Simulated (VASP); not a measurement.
Ti:

```
Ti
1.0
     2.95000    0.00000    0.00000
    -1.47500    2.55477    0.00000
     0.00000    0.00000    4.68000
Ti
2
Direct
  0.33333 0.66667 0.25000
  0.66667 0.33333 0.75000
```

| Property | Result |
| --- | --- |
| Program | VASP 6.6.1 |
| Task | relaxation of volume and atoms at fixed shape |
| Functional | PBEsol |
| Potentials or basis | VASP PAW PBE potentials, release 64 (Ti_sv) |
| Cutoff | 600 eV |
| k mesh | 18 × 18 × 10 |
| Occupations | gaussian, width 0.05 eV |
| Spin | no spin polarisation |

At the start: pressure -6.0 GPa; volume 17.64 Å³/atom.

Question: Where does the relaxation end?

Answer: Over 3 steps the energy falls by 18.7 meV/atom and the volume is 16.68 Å³/atom (-5.4 %); space group P6_3/mmc (No. 194, to 0.05 Å).

Step by step:
```csv
step,energy change (eV),largest force (eV/Å),pressure (GPa),volume (Å³)
1,0.0000,0.0000,-6.01,35.27
2,-0.0155,0.0000,5.33,32.00
3,-0.0375,0.0000,-0.03,33.37
```

Final structure:
```cif
data_structure
_symmetry_space_group_name_H-M 'P 1'
_symmetry_Int_Tables_number 1
_cell_length_a 2.8959
_cell_length_b 2.8959
_cell_length_c 4.5942
_cell_angle_alpha 90.000
_cell_angle_beta 90.000
_cell_angle_gamma 120.000
_cell_volume 33.37
loop_
_atom_site_label
_atom_site_type_symbol
_atom_site_fract_x
_atom_site_fract_y
_atom_site_fract_z
_atom_site_occupancy
Ti1 Ti 0.33333 0.66667 0.25000 1
Ti2 Ti 0.66667 0.33333 0.75000 1
```

Caveat: the PAW data sets were made with another functional, which shifts forces and pressure a little.
